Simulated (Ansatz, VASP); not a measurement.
# Two plane-wave programs on InSb3

```
CELL_PARAMETERS angstrom
0.00000 3.77243 3.77243
3.77243 0.00000 3.77243
3.77243 3.77243 0.00000
ATOMIC_POSITIONS crystal
In 0.00000 0.00000 0.00000
Sb 0.25000 0.25000 0.25000
Sb 0.75000 0.75000 0.75000
Sb 0.50000 0.50000 0.50000
```

Alike in both runs: functional r2SCAN; k mesh 10 × 10 × 10; occupations gaussian, width 0.1 eV; no spin polarisation.

Ansatz relaxed the structure, and its values are those at the end. VASP's run is a single point on that final structure, the one shown.

```csv
,VASP,Ansatz
version,VASP 6.6.1,Ansatz 0.2.0
potentials or method,"VASP PAW PBE potentials, release 64 (In_d, Sb), cutoff 520 eV","scalar-relativistic, plane waves, PAW"
valence electrons in the cell,28,58
```

|  | VASP | Ansatz | Ansatz less VASP |
| --- | --- | --- | --- |
| gap on the k mesh at the Fermi level (eV) | none | none | - |
| pressure (GPa) | 0.0 | 0.0 | +0.03 |

VASP's potentials were made for PBE, not for r2SCAN. A gap of «none» marks a metal or a gap that the smearing closes. With one functional, cell and mesh, what is left measures potentials, basis and numerics. VASP's potentials hold 28 valence electrons a cell and Ansatz's 58, so a difference there can come from the potentials and not from the codes.

Spin-orbit coupling is off throughout.
